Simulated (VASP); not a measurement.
# MgO: vibrations by perturbation theory with PBE

The system is MgO.

```xyz
4
Lattice="3.3078 0.0000 0.0000 -1.6539 2.8646 0.0000 0.0000 0.0000 4.9829" Properties=species:S:1:pos:R:3 pbc="T T T"
Mg    1.6539    0.9549    2.5022
Mg    0.0000    1.9098    0.0108
O     1.6539    0.9549    4.4968
O     0.0000    1.9098    2.0053
```

```yaml
Program: VASP 6.6.1
Task: vibrations by perturbation theory
Functional: PBE
Potentials_or_basis: VASP PAW PBE potentials, release 64 (Mg, O)
Cutoff: 520 eV
k_mesh: 8 × 8 × 6
Occupations: gaussian, width 0.01 eV
Spin: no spin polarisation
Dipole_correction: no
Further_INCAR_settings: ALGO = Normal; EDIFF = 1e-08; NBANDS = 16; IBRION = 8; NSW = 1
```

```json
{
  "Electronic dielectric tensor (diagonal)": "2.93, 2.93, 3.04",
  "Born charges (mean of the diagonal)": "Mg +1.83; O -1.83 e",
  "Highest phonon frequency at Γ, LO-TO splitting left out": "533 cm⁻¹"
}
```

Phonon frequencies in cm⁻¹ (negative: imaginary):
| q point | frequencies |
| --- | --- |
| (0.000, 0.000, 0.000) | 0 0 0 196 196 432 433 528 531 531 533 533 |

Electronic dielectric tensor:
```
2.93 0.00 0.00
0.00 2.93 0.00
0.00 0.00 3.04
```

Born effective charge tensors (e):
atom 1, Mg
```
1.79 0.00 0.00
0.00 1.79 0.00
0.00 0.00 1.91
```
atom 2, Mg
```
1.79 0.00 0.00
0.00 1.79 0.00
0.00 0.00 1.91
```
atom 3, O
```
-1.79  0.00  0.00
 0.00 -1.79  0.00
 0.00  0.00 -1.91
```
atom 4, O
```
-1.79  0.00  0.00
 0.00 -1.79  0.00
 0.00  0.00 -1.91
```

It took 7.3 min on 1 thread of Intel(R) Xeon(R) Platinum 8559C (Emerald Rapids), with other jobs on the host, peak memory 0.5 GiB.

Caveat: the cell wasn't relaxed at this level first, which shifts response properties.
